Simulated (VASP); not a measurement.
Here is a VASP 6.6.1 calculation.

The input INCAR:

```
PREC = Accurate
ENCUT = 500
EDIFF = 1E-6
ISMEAR = 0
SIGMA = 0.1
LREAL = F
LASPH = T
NELM = 120
ALGO = Normal
ISIF = 2
LWAVE = F
LCHARG = F
GGA = PE
NBANDS = 22
GGA_COMPAT = F
```

File KPOINTS:

```
Automatic mesh
0
Gamma
  9 9 4
```

Contents of POSCAR:

```
Rh
1.0
    2.6923490378      0.0000000000      0.0000000000
   -1.3461745189      2.3316426626      0.0000000000
    0.0000000000      0.0000000000      4.3966059788
Rh
2
Direct
    0.3333333333      0.6666666667      0.2500000000
    0.6666666667      0.3333333333      0.7500000000
```

Potentials or basis: VASP PAW PBE potentials, release 64 (Rh_pv).

Launch:

```console
$ cat potpaw_PBE.64/Rh_pv/POTCAR > POTCAR
$ mpirun -np 1 vasp_std > vasp.out
```

Question: Predict the pressure.

Answer: 5.4 GPa.

Question: Estimate the band gap on the k mesh.

Answer: Zero (band 15 reaches 12.51 eV, above the bottom of band 16 at 10.43 eV).

Stress tensor (GPa, compression positive):
```
6.53 0.00 0.00
0.00 6.53 0.00
0.00 0.00 3.01
```
